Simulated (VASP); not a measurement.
Write the native input for VASP 6.6.1 that does the following.

| Quantity | Value |
| --- | --- |
| Task | single point |
| Functional | r2SCAN |
| Potentials or basis | VASP PAW PBE potentials, release 64 (Sn_d, Te) |
| Cutoff | 520 eV |
| k mesh | 8 × 8 × 8 |
| Occupations | fermi-dirac, width 0.02 eV |
| Spin | no spin polarisation |
| Dipole correction | no |
| Further INCAR settings | ALGO = Normal; EDIFF = 1e-06; NBANDS = 17 |

SnTe:

```
Sn Te
1.0
     0.00000    3.18935    3.18935
     3.18935    0.00000    3.18935
     3.18935    3.18935    0.00000
Sn Te
1 1
Cartesian
  0.0000 0.0000 0.0000
  3.1894 3.1894 3.1894
```

These files were run (other wordings do the same):

POSCAR

```
SnTe
1.0
    0.0000000000      3.1893545680      3.1893545680
    3.1893545680      0.0000000000      3.1893545680
    3.1893545680      3.1893545680      0.0000000000
Sn Te
1 1
Direct
    0.0000000000      0.0000000000      0.0000000000
    0.5000000000      0.5000000000      0.5000000000
```

INCAR.step1

```
PREC     = Accurate       # precision mode
ENCUT    = 520            # plane-wave cutoff, eV
ISMEAR   = -1             # smearing method
SIGMA    = 0.02           # smearing width, eV
LREAL    = F              # projectors in reciprocal space
LASPH    = T              # aspherical terms in the spheres
NELM     = 100            # most SCF steps
NBANDS   = 17             # bands
GGA      = PE             # functional
ALGO     = Normal         # electronic algorithm
EDIFF    = 1E-4           # SCF threshold, eV
LWAVE    = T              # write WAVECAR
LCHARG   = F              # write CHGCAR
```

INCAR.step2

```
PREC     = Accurate       # precision mode
ENCUT    = 520            # plane-wave cutoff, eV
EDIFF    = 1E-6           # SCF threshold, eV
ISMEAR   = -1             # smearing method
SIGMA    = 0.02           # smearing width, eV
LREAL    = F              # projectors in reciprocal space
LASPH    = T              # aspherical terms in the spheres
NELM     = 100            # most SCF steps
ALGO     = Normal         # electronic algorithm
ISIF     = 2              # what is computed and relaxed
LWAVE    = F              # write WAVECAR
LCHARG   = F              # write CHGCAR
METAGGA  = R2SCAN         # meta-GGA
LMIXTAU  = T            
NBANDS   = 17             # bands
ISTART   = 1
```

KPOINTS

```
regular mesh
0
Gamma
  8 8 8
```

Potentials or basis: VASP PAW PBE potentials, release 64 (Sn_d, Te).

Command:

```sh
$ cat potpaw_PBE.64/Sn_d/POTCAR potpaw_PBE.64/Te/POTCAR > POTCAR
$ cp INCAR.step1 INCAR
$ mpirun -np 1 vasp_std > vasp.out
$ cp INCAR.step2 INCAR
$ mpirun -np 1 vasp_std > vasp.out
```

Results of the run:

* Pressure: -0.1 GPa
* Band gap on the k mesh: 0.14 eV

Caveat: semilocal functionals underestimate gaps, and a narrow one can read as zero; the PAW data sets were made with another functional, which shifts forces and pressure a little; spin-orbit coupling is left out, which moves the levels of the heavy elements.

Wall time 2.7 min on 1 thread of Intel Xeon 8259CL, with other jobs on the host, peak memory 0.23 GiB.
